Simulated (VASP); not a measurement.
# Ag (Fm-3m) in VASP: a series of runs

Ag is run at these levels: LDA; tasks: single point.

Program: VASP 6.6.1. These are calculated values, not measurements. Logs are shortened: lines on timing, memory, paths and dates and some standing lists are left out, and cuts for length are marked.

## Step 1: The cell of the first run

The structure is cubic, space group Fm-3m (No. 225). The conventional cell has a = 4.002 Å, b = 4.002 Å, c = 4.002 Å, α = 90.00°, β = 90.00°, γ = 90.00°. Ag (site symmetry m-3m) has 12 Ag at 2.83 Å within 3.7 Å.

## Step 2: Single point, LDA (volume scaled by 0.94)

INCAR

```
ALGO     = Normal         # electronic algorithm
EDIFF    = 1E-7           # SCF threshold, eV
ENCUT    = 520            # plane-wave cutoff, eV
GGA      = CA             # functional
ISIF     = 2              # what is computed and relaxed
ISMEAR   = -1             # smearing method
LASPH    = T              # aspherical terms in the spheres
LCHARG   = F              # write CHGCAR
LREAL    = F              # projectors in reciprocal space
LWAVE    = F              # write WAVECAR
NBANDS   = 12             # bands
NELM     = 60             # most SCF steps
PREC     = Accurate       # precision mode
SIGMA    = 0.05           # smearing width, eV
```

KPOINTS

```
k-points
0
Gamma
  11 11 11
```

POSCAR

```
Ag
1.0
    0.0000000000      2.0010495236      2.0010495236
    2.0010495236      0.0000000000      2.0010495236
    2.0010495236      2.0010495236      0.0000000000
Ag
1
Direct
    0.0000000000      0.0000000000      0.0000000000
```

Potentials or basis: VASP PAW LDA potentials, release 64 (Ag).

Started as:

```
> cat potpaw_LDA.64/Ag/POTCAR > POTCAR
> mpirun -np 1 vasp_std > vasp.out
```

OUTCAR:

```text
EDIFF = 1E-7
   ENCUT = 520
   GGA = CA
   ISIF = 2
   ISMEAR = -1
   LASPH = T
   LREAL = F
   NELM = 60
   PREC = Accurate

 ion  position               nearest neighbor table
   1  0.000  0.000  0.000-

  LATTYP: Found a face centered cubic cell.
 ALAT       =     4.0020990472

  Lattice vectors:

 A1 = (   0.0000000000,   2.0010495236,   2.0010495236)
 A2 = (   2.0010495236,   0.0000000000,   2.0010495236)
 A3 = (   2.0010495236,   2.0010495236,   0.0000000000)

Analysis of symmetry for initial positions (statically):
=====================================================================
 Subroutine PRICEL returns:
 Original cell was already a primitive cell.

 Routine SETGRP: Setting up the symmetry group for a
 face centered cubic supercell.

 Subroutine GETGRP returns: Found 48 space group operations
 (whereof 48 operations were pure point group operations)
 out of a pool of 48 trial point group operations.

The static configuration has the point symmetry O_h .

Analysis of symmetry for dynamics (positions and initial velocities):
=====================================================================
 Subroutine PRICEL returns:
 Original cell was already a primitive cell.

 Routine SETGRP: Setting up the symmetry group for a
 face centered cubic supercell.

 Subroutine GETGRP returns: Found 48 space group operations
 (whereof 48 operations were pure point group operations)
 out of a pool of 48 trial point group operations.

The dynamic configuration has the point symmetry O_h .

 Subroutine INISYM returns: Found 48 space group operations
 (whereof 48 operations are pure point group operations),
 and found     1 'primitive' translations

----------------------------------------------------------------------------------------

                                     Primitive cell

  volume of cell :      16.0252

  direct lattice vectors                    reciprocal lattice vectors
     0.000000000  2.001049524  2.001049524    -0.249868878  0.249868878  0.249868878
     2.001049524  0.000000000  2.001049524     0.249868878 -0.249868878  0.249868878
     2.001049524  2.001049524  0.000000000     0.249868878  0.249868878 -0.249868878

  length of vectors
     2.829911375  2.829911375  2.829911375     0.432785593  0.432785593  0.432785593

  position of ions in fractional coordinates (direct lattice)
     0.000000000  0.000000000  0.000000000

  ion indices of the primitive-cell ions
   primitive index   ion index
                 1           1

----------------------------------------------------------------------------------------

 KPOINTS: k-points

Automatic generation of k-mesh.
 Grid dimensions read from file:
 generate k-points for:   11   11   11

 Generating k-lattice:

  Cartesian coordinates                     Fractional coordinates (reciprocal lattice)
    -0.022715353  0.022715353  0.022715353     0.090909091  0.000000000  0.000000000
     0.022715353 -0.022715353  0.022715353     0.000000000  0.090909091  0.000000000
     0.022715353  0.022715353 -0.022715353     0.000000000  0.000000000  0.090909091

  Length of vectors
     0.039344145  0.039344145  0.039344145

  Shift w.r.t. Gamma in fractional coordinates (k-lattice)
     0.000000000  0.000000000  0.000000000

 Subroutine IBZKPT returns following result:
 ===========================================

 Found     56 irreducible k-points:

 Following reciprocal coordinates:
            Coordinates               Weight
  0.000000  0.000000  0.000000      1.000000
  0.090909  0.000000  0.000000      8.000000
  0.181818  0.000000  0.000000      8.000000
  0.272727  0.000000  0.000000      8.000000
  0.363636  0.000000  0.000000      8.000000
  0.454545  0.000000  0.000000      8.000000
[... 16 lines left out ...]
 -0.272727  0.181818  0.000000     24.000000
 -0.181818  0.181818  0.000000     12.000000
 [... further k-points ...]
   k-points           NKPTS =     56   k-points in BZ     NKDIM =     56   number of bands    NBANDS=     12
   number of dos      NEDOS =    301   number of ions     NIONS =      1
   total plane-waves  NPLWV =  13824
   dimension x,y,z NGX =    24 NGY =   24 NGZ =   24
   dimension x,y,z NGXF=    48 NGYF=   48 NGZF=   48
   ions per type =               1
   NGX,Y,Z   is equivalent  to a cutoff of  14.10, 14.10, 14.10 a.u.
   NGXF,Y,Z  is equivalent  to a cutoff of  28.20, 28.20, 28.20 a.u.
 SYSTEM =  unknown system
   PREC   = accura    normal or accurate (medium, high low for compatibility)
   ISTART =      0    job   : 0-new  1-cont  2-samecut
   ICHARG =      2    charge: 1-file 2-atom 10-const
   ISPIN  =      1    spin polarized calculation?
   LNONCOLLINEAR =      F non collinear calculations
   LSORBIT =      F    spin-orbit coupling
   LASPH  =      T    aspherical Exc in radial PAW
   ENCUT  =  520.0 eV  38.22 Ry    6.18 a.u.   5.26  5.26  5.26*2*pi/ulx,y,z
   NELM   =     60;   NELMIN=  2; NELMDL= -5     # of ELM steps
   EDIFF  = 0.1E-06   stopping-criterion for ELM
   LREAL  =      F    real-space projection
   EDIFFG = 0.1E-05   stopping-criterion for IOM
   NSW    =      0    number of steps for IOM
   IBRION =     -1    ionic relax: 0-MD 1-quasi-New 2-CG
   NFREE  =      0    steps in history (QN), initial steepest desc. (CG)
   ISIF   =      2    stress and relaxation
   ISYM   =      2    0-nonsym 1-usesym 2-fastsym
   POTIM  = 0.5000    time-step for ionic-motion
   TEBEG  =    0.0;   TEEND  =   0.0 temperature during run
   PSTRESS=    0.0 pullay stress
   NELECT =      11.0000    total number of electrons
   NUPDOWN=      -1.0000    fix difference up-down
   EMIN   =  10.00;   EMAX   =-10.00  energy-range for DOS
   EFERMI =   0.00;   METHOD = LEGACY
   ISMEAR =    -1;   SIGMA  =   0.05  broadening in eV -4-tet -1-fermi 0-gaus
   EFERMI_NEDOS =   21; number of points for ismear=-14 and -15
   IALGO  =     38    algorithm
   IMIX   =      4    mixing-type and parameters
     AMIX     =   0.40;   BMIX     =  1.00
     AMIX_MAG =   1.60;   BMIX_MAG =  1.00
  volume/ion in A,a.u.               =      16.03       108.14
  Fermi-wavevector in a.u.,A,eV,Ry     =   1.444124  2.728999 28.374880  2.085495
  Thomas-Fermi vector in A             =   2.562455
   LORBIT       =      0    0 simple, 1 ext, 2 COOP (PROOUT), +10 PAW based schemes
   GGA     = CA    functional components
   LHFCALC =     F    Hartree Fock is set to
   AEXX    =    0.0000 exact exchange contribution
   IVDW    =     0    specifies the selected vdW correction
   LEPSILON=     F    determine dielectric tensor
   LRPA    =     F    only Hartree local field effects (RPA)
 non-spin polarized calculation
  energy-cutoff  :      520.00
  volume of cell :       16.03
 maximum number of plane-waves:       444
 NGX is ok and might be reduce to    24
   NGX = 11   NGY = 11   NGZ = 11

 number of electron      11.0000002 magnetization

 Free energy of the ion-electron system (eV)
  ---------------------------------------------------
  ext. energy  EPLUGINS =         0.00000000
  ---------------------------------------------------
  free energy    TOTEN  =        -3.78813670 eV

  energy without entropy =       -3.78614324  energy(sigma->0) =       -3.78713997

 E-fermi :   9.2315     XC(G=0): -12.9530

 val. band max:        9.1606349116   @ k =  -0.4545   0.0909   0.0000
 cond. band min:       9.2958597946   @ k =   0.4545   0.3636   0.0000
 fundamental gap:      0.1352248829
 Fermi energy:         9.2314674527

 k-point     1 :       0.0000    0.0000    0.0000
  band No.  band energies     occupation
      1       0.7538      2.00000
      2       4.0336      2.00000
      3       4.0336      2.00000
      4       4.0336      2.00000
      5       5.2091      2.00000
      6       5.2091      2.00000
      7      25.1865      0.00000
      8      29.0621      0.00000
      9      29.0621      0.00000
     10      29.0621      0.00000
     11      34.2413      0.00000
     12      35.6581      0.00000

 k-point     2 :       0.0909    0.0000    0.0000
  band No.  band energies     occupation
      1       1.0225      2.00000
      2       3.9696      2.00000
      3       4.1100      2.00000
      4       4.1100      2.00000
      5       5.1808      2.00000
      6       5.1808      2.00000
      7      25.2370      0.00000
      8      27.2731      0.00000
      9      29.2222      0.00000
     10      29.2222      0.00000
     11      33.9038      0.00000
     12      35.1973      0.00000

 k-point     3 :       0.1818    0.0000    0.0000
  band No.  band energies     occupation
      1       1.7232      2.00000
      2       3.9165      2.00000
      3       4.2477      2.00000
      4       4.2477      2.00000
      5       5.1885      2.00000
      6       5.1885      2.00000
      7      23.2663      0.00000
      8      26.1616      0.00000
      9      29.5071      0.00000
     10      29.5071      0.00000
     11      32.5097      0.00000
     12      33.8779      0.00000
[... 286 lines left out ...]
 k-point    23 :      -0.2727    0.1818    0.0000
  band No.  band energies     occupation
      1       3.0537      2.00000
      2       3.8255      2.00000
      3       4.2680      2.00000
      4       4.5799      2.00000
      5       5.2184      2.00000
      6       7.7139      2.00000
      7      18.0969      0.00000
      8      21.3317      0.00000
      9      26.7667      0.00000
     10      28.6270      0.00000
     11      31.7041      0.00000
     12      34.5824      0.00000

 k-point    24 :      -0.1818    0.1818    0.0000
  band No.  band energies     occupation
      1       2.9202      2.00000
      2       3.5737      2.00000
      3       4.2581      2.00000
      4       4.7221      2.00000
      5       4.7621      2.00000
      6       6.4246      2.00000
      7      21.4097      0.00000
      8      21.9002      0.00000
      9      28.1036      0.00000
     10      29.8601      0.00000
     11      30.9360      0.00000
     12      34.6008      0.00000

 [... further k-points ...]
[... 5 lines left out ...]
  --------------------------------------------------------------------------------------
  -------------------------------------------------------------------------------------
  Total       -0.0306853     -0.0306853     -0.0306853      0.0000000      0.0000000     -0.0000000
  in kB       -3.0678686     -3.0678686     -3.0678686      0.0000000      0.0000000     -0.0000000
  external PRESSURE =      -3.0678686 kB  Pullay stress =       0.0000000 kB

 VOLUME and BASIS-vectors are now :
 -----------------------------------------------------------------------------
  energy-cutoff  :      520.00
  volume of cell :       16.03
      direct lattice vectors                 reciprocal lattice vectors
     0.000000000  2.001049524  2.001049524    -0.249868878  0.249868878  0.249868878
     2.001049524  0.000000000  2.001049524     0.249868878 -0.249868878  0.249868878
     2.001049524  2.001049524  0.000000000     0.249868878  0.249868878 -0.249868878

 POSITION                                       TOTAL-FORCE (eV/Angst)
 -----------------------------------------------------------------------------------
      0.00000      0.00000      0.00000         0.000000      0.000000     -0.000000
 -----------------------------------------------------------------------------------
    total drift:                               -0.000000     -0.000000     -0.000000

  FREE ENERGIE OF THE ION-ELECTRON SYSTEM (eV)
  ---------------------------------------------------
  free  energy   TOTEN  =        -3.7881366967 eV

  energy  without entropy=       -3.7861432443  energy(sigma->0) =       -3.78713997
```

It took 7.1 s on 1 thread of AMD EPYC 9R45 (Zen 5), shared host; peak memory 0.1 GiB.

What came out:

- Free energy: -3.7881 eV
- Pressure: -0.3 GPa

## Step 3: Single point, LDA (volume scaled by 0.96)

INCAR

```
SYSTEM = Ag
  ALGO = Normal
  EDIFF = 1E-7
  ENCUT = 520
  ISIF = 2
  ISMEAR = -1
  LASPH = .TRUE.
  LCHARG = .FALSE.
  LREAL = .FALSE.
  LWAVE = .FALSE.
  NBANDS = 12
  NELM = 60
  PREC = Accurate
  SIGMA = 0.05
```

KPOINTS

```
k-points
0
G
  11 11 11
  0 0 0
```

POSCAR

```
Ag
1.0
    0.0000000000      2.0151418859      2.0151418859
    2.0151418859      0.0000000000      2.0151418859
    2.0151418859      2.0151418859      0.0000000000
Ag
1
Direct
    0.0000000000      0.0000000000      0.0000000000
```

Potentials or basis: VASP PAW LDA potentials, release 64 (Ag).

Started as:

```
> cat potpaw_LDA.64/Ag/POTCAR > POTCAR
> mpirun -np 1 vasp_std > vasp.out
```

It took 7.1 s on 1 thread of AMD EPYC 9R45 (Zen 5), shared host; peak memory 0.1 GiB.

Results (log left out):

```
Free energy : -3.7847 eV
Pressure    : -3.0 GPa
```

Levels at points of the mesh, in eV from the Fermi level:
```
           k point  band 3  band 4  band 5  band 6  band 7  band 8  band 9  band 10
(0.00, 0.00, 0.00)   -5.13   -5.13   -4.00   -4.00   15.91   19.65   19.65    19.65
```

(Part 1 of 2 ends here.)
